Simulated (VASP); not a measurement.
PtSe2, 6 atoms in the cell. The structure is orthorhombic, space group Pba2 (No. 32). Conventional cell: a = 5.425 Å, b = 7.479 Å, c = 3.790 Å, α = 90.00°, β = 90.00°, γ = 90.00°. Within 2.7 Å of Pt (site symmetry 2) lie 2 Se at 2.04 Å. Se (site symmetry 1) has 1 Pt at 2.04 Å within 2.7 Å. 

* Program: VASP 6.6.1
* Task: single point
* Functional: PBE
* Potentials or basis: VASP PAW PBE potentials, release 64 (Pt, Se)
* Cutoff: 520 eV
* k mesh: 4 × 4 × 4
* Occupations: gaussian, width 0.1 eV
* Spin: collinear spin, ferromagnetic start
* Starting moments: [1.0, 1.0, 0.0, 0.0, 0.0, 0.0] μB
* Dipole correction: no
* Further INCAR settings: ALGO = Normal; EDIFF = 1e-07; NBANDS = 35

Potentials or basis: VASP PAW PBE potentials, release 64 (Pt, Se).

Command:

```console
$ cat potpaw_PBE.64/Pt/POTCAR potpaw_PBE.64/Se/POTCAR > POTCAR
$ mpirun -np 1 vasp_std > vasp.out
```

Hardware: 1 thread of Intel(R) Xeon(R) Platinum 8259CL CPU @ 2.50GHz (Skylake/Cascade Lake), with other jobs on the host.

Problem. Estimate the wall time of this run.

Solution. Run time: 4.2 min on 1 thread of Intel(R) Xeon(R) Platinum 8259CL CPU @ 2.50GHz (Skylake/Cascade Lake), with other jobs on the host, peak memory 0.42 GiB. Counts: scf iterations 16, k points 27.
